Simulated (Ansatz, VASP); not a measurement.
## Two plane-wave programs on C

```
C
1.0
     0.00000    2.12700    3.39822
     1.22800    0.00000    3.39822
     1.22800    2.12700    0.00000
C
2
Direct
  0.16667 0.83333 0.16667
  0.83333 0.16667 0.83333
```

Change from the starting cell: strain +0.000 along x and y, +0.015 along z, atoms carried along.

Alike in both runs: task single point; functional r2SCAN; k mesh 14 × 14 × 14; occupations gaussian, width 0.05 eV; no spin polarisation.

|  | VASP | Ansatz |
| --- | --- | --- |
| version | VASP 6.6.1 | Ansatz 0.2.0 |
| potentials or method | VASP PAW PBE potentials, release 64 (C), cutoff 520 eV | scalar-relativistic, plane waves, PAW |
| valence electrons in the cell | 8 | 8 |

|  | VASP | Ansatz | Ansatz less VASP |
| --- | --- | --- | --- |
| gap on the k mesh at the Fermi level (eV) | 0.45 | 0.45 | -0.001 |
| least direct gap on the mesh (eV) | 0.55 | 0.55 | -0.001 |
| pressure (GPa) | 1.0 | 0.3 | -0.67 |
| traceless stress, the component that is largest in VASP (GPa) | 0.35 | 1.13 | +0.781 |
| rms of the force components (eV/Å) | 0.015 | 0.015 | +0.0001 |

VASP's potentials were made for PBE, not for r2SCAN. Atom by atom the forces differ by 0.000 eV/Å (rms over components).
